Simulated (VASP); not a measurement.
Crystal: Cd3SeS2.

```xyz
6
Lattice="4.1118 0.0000 0.0000 -2.0559 3.5609 0.0000 0.0000 0.0000 10.0718" Properties=species:S:1:pos:R:3 pbc="T T T"
Cd    0.0000    0.0000    0.0000
Cd    0.0000    2.3739    6.7145
Cd    2.0559    1.1870    3.3573
Se    0.0000    0.0000    2.5180
S     0.0000    2.3739    9.2325
S     2.0559    1.1870    5.8752
```

| Property | Result |
| --- | --- |
| Program | VASP 6.6.1 |
| Task | relaxation of cell and atoms |
| Functional | PBE |
| Potentials or basis | VASP PAW PBE potentials, release 64 (Cd, Se, S) |
| Cutoff | 600 eV |
| k mesh | 6 × 6 × 2 |
| Occupations | gaussian, width 0.1 eV |
| Spin | no spin polarisation |

At the start: pressure 7.1 GPa; volume 24.58 Å³/atom.

Q: Where does the relaxation end?

A: Over 8 steps the energy falls by 66.4 meV/atom and the volume is 27.32 Å³/atom (+11.2 %); space group P3m1 (No. 156, to 0.1 Å) before and after.

Step by step:
| step | energy change (eV) | largest force (eV/Å) | pressure (GPa) | volume (Å³) |
| --- | --- | --- | --- | --- |
| 1 | 0.0000 | 0.7067 | 7.14 | 147.47 |
| 2 | -0.3234 | 0.2572 | -2.04 | 172.09 |
| 3 | -0.3680 | 0.3556 | -0.11 | 164.93 |
| 4 | -0.3679 | 0.3502 | -0.23 | 165.29 |
| 5 | -0.3792 | 0.2507 | -0.17 | 165.02 |
| 6 | -0.3943 | 0.2362 | -0.02 | 164.23 |
| 7 | -0.3983 | 0.0574 | 0.05 | 164.01 |
| 8 | -0.3986 | 0.0346 | 0.06 | 163.93 |

Final structure:
```yaml
crystal:
  lattice:
    - [4.25603, 0.00000, 0.00000]
    - [-2.12801, 3.68583, 0.00000]
    - [0.00000, 0.00000, 10.45038]
  atoms:
    - { symbol: Cd, position: [0.00000, 0.00000, 0.99094] }
    - { symbol: Cd, position: [0.33333, 0.66667, 0.66658] }
    - { symbol: Cd, position: [0.66667, 0.33333, 0.34251] }
    - { symbol: Se, position: [0.00000, 0.00000, 0.24809] }
    - { symbol: S, position: [0.33333, 0.66667, 0.91341] }
    - { symbol: S, position: [0.66667, 0.33333, 0.58846] }
```
